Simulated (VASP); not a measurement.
A run of VASP 6.6.1 is set up as follows.

The input INCAR:

```
SYSTEM = H2C2O3
ALGO = Normal
EDIFF = 1E-6
ENCUT = 520
GGA = PS
ISIF = 2
ISMEAR = -1
LASPH = .TRUE.
LCHARG = .FALSE.
LREAL = Auto
LWAVE = .FALSE.
NBANDS = 58
NELM = 80
PREC = Accurate
SIGMA = 0.02
```

File KPOINTS:

```
k-points
0
G
  1 1 1
  0 0 0
```

POSCAR

```
H2C2O3
1.0
    7.1334920000      0.0000000000      0.0000000000
    0.0000000000      7.1334920000      0.0000000000
    0.0000000000      0.0000000000      7.1334920000
O C H
9 6 6
Direct
    0.7108019466      0.0000700919      0.7513150642
    0.8164865118      0.1165768462      1.0567475228
    0.7303716048      0.6960546111      0.2052010432
    0.4819799335      0.9154282363      0.1391043825
    0.0472699766      0.4769333168      0.0493166601
    0.3262217158      0.4111590789     -0.0913017075
    0.0423915804      0.3754542656      0.5762955927
    1.1047324368      0.8356496370      0.2652417638
    0.4683540684      0.3373803461      0.4918909280
    0.8328319426      0.0737506960      0.8921857626
    0.5562633280      0.7633428341      0.1799118861
    0.2272239178      0.5062317305      0.0101212702
   -0.0583725334      0.4705549540      0.5010589484
    1.0730929536      0.8274068296      0.4229204995
    0.5468850319      0.4560319126      0.4267194804
    0.5768423095      0.0463447635      0.7936365528
    0.9642822898      0.0664050650      0.8028326099
    0.8105287004      0.7586186401      0.1135628946
    0.4430508929      0.6560741920      0.2040234993
   -0.0039391647      0.3412494189      0.0514334354
    0.2594802097      0.6508593547      0.0254573777
```

Potentials or basis: VASP PAW PBE potentials, release 64 (O, C, H).

Command:

```console
$ cat potpaw_PBE.64/O/POTCAR potpaw_PBE.64/C/POTCAR potpaw_PBE.64/H/POTCAR > POTCAR
$ mpirun -np 1 vasp_gam > vasp.out
```

Q: What does it give for the pressure?

A: 0.2 GPa.

Q: Predict the largest force.

A: 4.610 eV/Å.

Stress tensor (GPa, compression positive):
```
 0.57  1.39 -0.47
 1.39  1.37 -1.77
-0.47 -1.77 -1.39
```

Caveat: the k points lie up to 0.88 Å⁻¹ apart; the atoms stand as in a frame of molecular dynamics; the PAW data sets were made with another functional, which shifts forces and pressure a little.
